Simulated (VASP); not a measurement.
# CdAgBr3 (R3m) in VASP: single point with PBE

Aim: the single point of CdAgBr3 with PBE.

Everything below comes from runs of VASP 6.6.1. Logs are shortened: lines on timing, memory, paths and dates and some standing lists are left out, and cuts for length are marked.

**1. The cell of the first run**

Symmetry: R3m, No. 160, trigonal system. Conventional cell: a = 8.346 Å, b = 8.346 Å, c = 11.142 Å, α = 90.00°, β = 90.00°, γ = 120.00°. Within 3.4 Å of Cd (site symmetry 3m) lie 3 Br at 2.56 Å and 1 Ag at 3.05 Å. Within 3.6 Å of Ag (site symmetry 3m) lie 6 Br at 2.73 to 3.40 Å and 1 Cd at 3.05 Å. Within 3.4 Å of Br (site symmetry m) lie 1 Cd at 2.56 Å and 2 Ag at 2.73 to 3.40 Å.

**2. Single point, PBE**

The input, POSCAR:

```
CdAgBr3
1.0
    4.1732463886      2.4094249258      3.7139385444
   -4.1732463886      2.4094249258      3.7139385444
    0.0000000000     -4.8188498517      3.7139385444
Cd Ag Br
1 1 3
Direct
    0.2829996060      0.2829996060      0.2829996060
    0.0088593784      0.0088593784      0.0088593784
    0.0486073161      0.5593369434      0.0486073161
    0.5593369434      0.0486073161      0.0486073161
    0.0486073161      0.0486073161      0.5593369434
```

The input, INCAR.step1:

```
PREC     = Accurate       # precision mode
ENCUT    = 520            # plane-wave cutoff, eV
EDIFF    = 1E-6           # SCF threshold, eV
ISMEAR   = 0              # smearing method
SIGMA    = 0.02           # smearing width, eV
LREAL    = False          # projectors in reciprocal space
LASPH    = True           # aspherical terms in the spheres
NELM     = 80             # most SCF steps
ALGO     = Normal         # electronic algorithm
ISIF     = 2              # what is computed and relaxed
LWAVE    = False          # write WAVECAR
LCHARG   = True           # write CHGCAR
LMAXMIX  = 4              # l up to which the mixer works
GGA      = PE             # functional
NBANDS   = 30             # bands
```

The input, KPOINTS.step1:

```
Automatic mesh
0
Gamma
  6 6 6
```

The input, INCAR.step2:

```
PREC     = Accurate       # precision mode
ENCUT    = 520            # plane-wave cutoff, eV
EDIFF    = 1E-6           # SCF threshold, eV
ISMEAR   = -5             # smearing method
SIGMA    = 0.02           # smearing width, eV
LREAL    = False          # projectors in reciprocal space
LASPH    = True           # aspherical terms in the spheres
NELM     = 80             # most SCF steps
ALGO     = Normal         # electronic algorithm
ISIF     = 2              # what is computed and relaxed
LWAVE    = False          # write WAVECAR
LCHARG   = False          # write CHGCAR
LMAXMIX  = 4              # l up to which the mixer works
GGA      = PE             # functional
LORBIT   = 10             # projections on sites
NEDOS    = 2001           # points of the DOS
ICHARG   = 11             # starting density
```

The input, KPOINTS.step2:

```
Automatic mesh
0
Gamma
  9 9 9
```

Potentials or basis: VASP PAW PBE potentials, release 64 (Cd, Ag, Br).

On the command line:

```
cat potpaw_PBE.64/Cd/POTCAR potpaw_PBE.64/Ag/POTCAR potpaw_PBE.64/Br/POTCAR > POTCAR
cp INCAR.step1 INCAR
cp KPOINTS.step1 KPOINTS
mpirun -np 1 vasp_std > vasp.out
cp INCAR.step2 INCAR
cp KPOINTS.step2 KPOINTS
mpirun -np 1 vasp_std > vasp.out
```

OUTCAR:

```text
PREC = Accurate
   ENCUT = 520
   EDIFF = 1E-6
   ISMEAR = -5
   LREAL = False
   LASPH = True
   NELM = 80
   ISIF = 2
   GGA = PE
   LORBIT = 10
   ICHARG = 11

 ion  position               nearest neighbor table
   1  0.283  0.283  0.283-   5 2.56   4 2.56   3 2.56   2 3.05
   2  0.009  0.009  0.009-   3 2.73   4 2.73   5 2.73   1 3.05
   3  0.049  0.559  0.049-   1 2.56   2 2.73
   4  0.559  0.049  0.049-   1 2.56   2 2.73
   5  0.049  0.049  0.559-   1 2.56   2 2.73

  LATTYP: Found a trigonal (rhomboedric) cell.
 ALAT       =     6.0839669135
 COS(alpha) =     0.0589680671

  Lattice vectors:

 A1 = (   4.1732463886,   2.4094249258,   3.7139385444)
 A2 = (  -4.1732463886,   2.4094249258,   3.7139385444)
 A3 = (   0.0000000000,  -4.8188498517,   3.7139385444)

Analysis of symmetry for initial positions (statically):
=====================================================================
 Subroutine PRICEL returns:
 Original cell was already a primitive cell.

 Routine SETGRP: Setting up the symmetry group for a
 trigonal (rhombohedral) supercell.

 Subroutine GETGRP returns: Found  6 space group operations
 (whereof  6 operations were pure point group operations)
 out of a pool of 12 trial point group operations.

The static configuration has the point symmetry C_3v.

Analysis of symmetry for dynamics (positions and initial velocities):
=====================================================================
 Subroutine PRICEL returns:
 Original cell was already a primitive cell.

 Routine SETGRP: Setting up the symmetry group for a
 trigonal (rhombohedral) supercell.

 Subroutine GETGRP returns: Found  6 space group operations
 (whereof  6 operations were pure point group operations)
 out of a pool of 12 trial point group operations.

The dynamic configuration has the point symmetry C_3v.

 Subroutine INISYM returns: Found  6 space group operations
 (whereof  6 operations are pure point group operations),
 and found     1 'primitive' translations

----------------------------------------------------------------------------------------

                                     Primitive cell

  volume of cell :     224.0647

  direct lattice vectors                    reciprocal lattice vectors
     4.173246389  2.409424926  3.713938544     0.119810803  0.069172799  0.089751979
    -4.173246389  2.409424926  3.713938544    -0.119810803  0.069172799  0.089751979
     0.000000000 -4.818849852  3.713938544     0.000000000 -0.138345598  0.089751979

  length of vectors
     6.083966914  6.083966914  6.083966914     0.164908830  0.164908830  0.164908830

  position of ions in fractional coordinates (direct lattice)
     0.282999606  0.282999606  0.282999606
     0.008859378  0.008859378  0.008859378
     0.048607316  0.559336943  0.048607316
     0.559336943  0.048607316  0.048607316
     0.048607316  0.048607316  0.559336943

  ion indices of the primitive-cell ions
   primitive index   ion index
                 1           1
                 2           2
                 3           3
                 4           4
                 5           5

----------------------------------------------------------------------------------------

 KPOINTS: Automatic mesh

Automatic generation of k-mesh.
 Grid dimensions read from file:
 generate k-points for:    9    9    9

 Generating k-lattice:

  Cartesian coordinates                     Fractional coordinates (reciprocal lattice)
     0.013312311  0.007685867  0.009972442     0.111111111  0.000000000  0.000000000
    -0.013312311  0.007685867  0.009972442     0.000000000  0.111111111  0.000000000
     0.000000000 -0.015371733  0.009972442     0.000000000  0.000000000  0.111111111

  Length of vectors
     0.018323203  0.018323203  0.018323203

  Shift w.r.t. Gamma in fractional coordinates (k-lattice)
     0.000000000  0.000000000  0.000000000

 TETIRR: Found    369 inequivalent tetrahedra from     4374

 Subroutine IBZKPT returns following result:
 ===========================================

 Found     85 irreducible k-points:

 Following reciprocal coordinates:
            Coordinates               Weight
  0.000000  0.000000  0.000000      1.000000
  0.111111  0.000000  0.000000      6.000000
  0.222222  0.000000  0.000000      6.000000
  0.333333  0.000000  0.000000      6.000000
  0.444444  0.000000  0.000000      6.000000
  0.111111  0.111111  0.000000      6.000000
[... 16 lines left out ...]
 -0.333333  0.333333  0.000000      6.000000
  0.444444  0.444444  0.000000      6.000000
 [... further k-points ...]
   k-points           NKPTS =     85   k-points in BZ     NKDIM =     85   number of bands    NBANDS=     26
   number of dos      NEDOS =   2001   number of ions     NIONS =      5
   total plane-waves  NPLWV = 110592
   dimension x,y,z NGX =    48 NGY =   48 NGZ =   48
   dimension x,y,z NGXF=    96 NGYF=   96 NGZF=   96
   ions per type =               1   1   3
   NGX,Y,Z   is equivalent  to a cutoff of  13.12, 13.12, 13.12 a.u.
   NGXF,Y,Z  is equivalent  to a cutoff of  26.23, 26.23, 26.23 a.u.
 SYSTEM =  unknown system
   PREC   = accura    normal or accurate (medium, high low for compatibility)
   ISTART =      0    job   : 0-new  1-cont  2-samecut
   ICHARG =     11    charge: 1-file 2-atom 10-const
   ISPIN  =      1    spin polarized calculation?
   LNONCOLLINEAR =      F non collinear calculations
   LSORBIT =      F    spin-orbit coupling
   LASPH  =      T    aspherical Exc in radial PAW
   ENCUT  =  520.0 eV  38.22 Ry    6.18 a.u.  11.31 11.31 11.31*2*pi/ulx,y,z
   NELM   =     80;   NELMIN=  2; NELMDL=  0     # of ELM steps
   EDIFF  = 0.1E-05   stopping-criterion for ELM
   LREAL  =      F    real-space projection
   EDIFFG = 0.1E-04   stopping-criterion for IOM
   NSW    =      0    number of steps for IOM
   IBRION =     -1    ionic relax: 0-MD 1-quasi-New 2-CG
   NFREE  =      0    steps in history (QN), initial steepest desc. (CG)
   ISIF   =      2    stress and relaxation
   ISYM   =      2    0-nonsym 1-usesym 2-fastsym
   POTIM  = 0.5000    time-step for ionic-motion
   TEBEG  =    0.0;   TEEND  =   0.0 temperature during run
   PSTRESS=    0.0 pullay stress
   NELECT =      44.0000    total number of electrons
   NUPDOWN=      -1.0000    fix difference up-down
   EMIN   =  10.00;   EMAX   =-10.00  energy-range for DOS
   EFERMI =   0.00;   METHOD = LEGACY
   ISMEAR =    -5;   SIGMA  =   0.02  broadening in eV -4-tet -1-fermi 0-gaus
   EFERMI_NEDOS =   21; number of points for ismear=-14 and -15
   IALGO  =     38    algorithm
   IMIX   =      4    mixing-type and parameters
     AMIX     =   0.40;   BMIX     =  1.00
     AMIX_MAG =   1.60;   BMIX_MAG =  1.00
  volume/ion in A,a.u.               =      44.81       302.41
  Fermi-wavevector in a.u.,A,eV,Ry     =   0.951557  1.798181 12.319529  0.905460
  Thomas-Fermi vector in A             =   2.080038
   LORBIT       =     10    0 simple, 1 ext, 2 COOP (PROOUT), +10 PAW based schemes
   GGA     = PE    functional components
   LHFCALC =     F    Hartree Fock is set to
   AEXX    =    0.0000 exact exchange contribution
   IVDW    =     0    specifies the selected vdW correction
   LEPSILON=     F    determine dielectric tensor
   LRPA    =     F    only Hartree local field effects (RPA)
 non-spin polarized calculation
 Fermi weights with tetrahedron method with Bloechl corrections
  energy-cutoff  :      520.00
  volume of cell :      224.06
 maximum number of plane-waves:      6059
 NGX is ok and might be reduce to    48

 number of electron      43.9999994 magnetization

 Free energy of the ion-electron system (eV)
  ---------------------------------------------------
  ext. energy  EPLUGINS =         0.00000000
  ---------------------------------------------------
  free energy    TOTEN  =       -10.71012648 eV

  energy without entropy =      -10.71012648  energy(sigma->0) =      -10.71012648

 E-fermi :  -1.7888     XC(G=0):  -6.5366

 val. band max:       -1.7893625634   @ k =   0.4444   0.4444   0.3333
 cond. band min:      -0.6256084662   @ k =   0.0000   0.0000   0.0000
 fundamental gap:      1.1637540972
 Fermi energy:        -1.7888252908

 k-point     1 :       0.0000    0.0000    0.0000
  band No.  band energies     occupation
      1     -15.5584      2.00000
      2     -15.3375      2.00000
      3     -15.3375      2.00000
      4      -9.5484      2.00000
      5      -9.4911      2.00000
      6      -9.4911      2.00000
[... 18 lines left out ...]
     25       3.9967      0.00000
     26       4.4785      0.00000

 k-point     2 :       0.1111    0.0000    0.0000
  band No.  band energies     occupation
      1     -15.5521      2.00000
      2     -15.3423      2.00000
      3     -15.3374      2.00000
      4      -9.5480      2.00000
      5      -9.4926      2.00000
      6      -9.4909      2.00000
[... 18 lines left out ...]
     25       4.0116      0.00000
     26       4.4610      0.00000

 k-point     3 :       0.2222    0.0000    0.0000
  band No.  band energies     occupation
      1     -15.5347      2.00000
      2     -15.3562      2.00000
      3     -15.3373      2.00000
      4      -9.5468      2.00000
      5      -9.4969      2.00000
      6      -9.4904      2.00000
[... 18 lines left out ...]
     25       3.9944      0.00000
     26       4.4800      0.00000

 k-point     4 :       0.3333    0.0000    0.0000
  band No.  band energies     occupation
      1     -15.5104      2.00000
      2     -15.3764      2.00000
      3     -15.3371      2.00000
      4      -9.5450      2.00000
      5      -9.5025      2.00000
      6      -9.4898      2.00000
[... 18 lines left out ...]
     25       3.8867      0.00000
     26       4.5897      0.00000
[... 496 lines left out ...]
      1     -15.4442      2.00000
      2     -15.4089      2.00000
      3     -15.3567      2.00000
      4      -9.5380      2.00000
      5      -9.5068      2.00000
      6      -9.4943      2.00000
[... 18 lines left out ...]
     25       3.6287      0.00000
     26       4.5988      0.00000

 k-point    23 :      -0.3333    0.3333    0.0000
  band No.  band energies     occupation
      1     -15.4584      2.00000
      2     -15.4031      2.00000
      3     -15.3517      2.00000
      4      -9.5398      2.00000
      5      -9.5072      2.00000
      6      -9.4932      2.00000
[... 18 lines left out ...]
     25       3.7113      0.00000
     26       4.8482      0.00000

 k-point    24 :       0.4444    0.4444    0.0000
  band No.  band energies     occupation
      1     -15.4392      2.00000
      2     -15.3990      2.00000
      3     -15.3679      2.00000
      4      -9.5366      2.00000
      5      -9.5039      2.00000
      6      -9.4973      2.00000
[... 18 lines left out ...]
     25       3.6591      0.00000
     26       4.2702      0.00000

 [... further k-points ...]

------------------------ aborting loop because EDIFF is reached ----------------------------------------

  FORCE on cell =-STRESS in cart. coord.  units (eV):
  Direction    XX          YY          ZZ          XY          YZ          ZX
  --------------------------------------------------------------------------------------
  -------------------------------------------------------------------------------------
  Total        0.1564306      0.1564306      0.0356457      0.0000000     -0.0000000      0.0000000
  in kB        1.1185591      1.1185591      0.2548848      0.0000000     -0.0000000      0.0000000
  external PRESSURE =       0.8306677 kB  Pullay stress =       0.0000000 kB

 VOLUME and BASIS-vectors are now :
 -----------------------------------------------------------------------------
  energy-cutoff  :      520.00
  volume of cell :      224.06
      direct lattice vectors                 reciprocal lattice vectors
     4.173246389  2.409424926  3.713938544     0.119810803  0.069172799  0.089751979
    -4.173246389  2.409424926  3.713938544    -0.119810803  0.069172799  0.089751979
     0.000000000 -4.818849852  3.713938544     0.000000000 -0.138345598  0.089751979

 POSITION                                       TOTAL-FORCE (eV/Angst)
 -----------------------------------------------------------------------------------
      0.00000     -0.00000      3.15313         0.000000     -0.000000      0.038441
      0.00000     -0.00000      0.09871         0.000000      0.000000     -0.014683
     -2.13140      1.23056      2.43839        -0.036511      0.021080     -0.007920
      2.13140      1.23056      2.43839         0.036511      0.021080     -0.007920
      0.00000     -2.46113      2.43839         0.000000     -0.042160     -0.007920
 -----------------------------------------------------------------------------------
    total drift:                               -0.000000     -0.000000      0.000193

  FREE ENERGIE OF THE ION-ELECTRON SYSTEM (eV)
  ---------------------------------------------------
  free  energy   TOTEN  =       -10.7101264826 eV

  energy  without entropy=      -10.7101264826  energy(sigma->0) =      -10.71012648

 total charge

# of ion       s       p       d       tot
------------------------------------------
    1        0.422   0.251   9.578  10.251
    2        0.229   0.143   9.331   9.703
    3        1.611   3.214   0.015   4.840
    4        1.611   3.214   0.015   4.840
    5        1.611   3.214   0.015   4.840
--------------------------------------------------
tot          5.485  10.035  18.954  34.474
```

Run time: 7.3 min. Hardware: 1 thread of Intel Xeon 8259CL, shared host; peak memory 0.68 GiB.

Results:

```yaml
Valence_electrons_inside_the_program's_atomic_spheres: Cd 10.25; Ag 9.70; Br 4.84
```
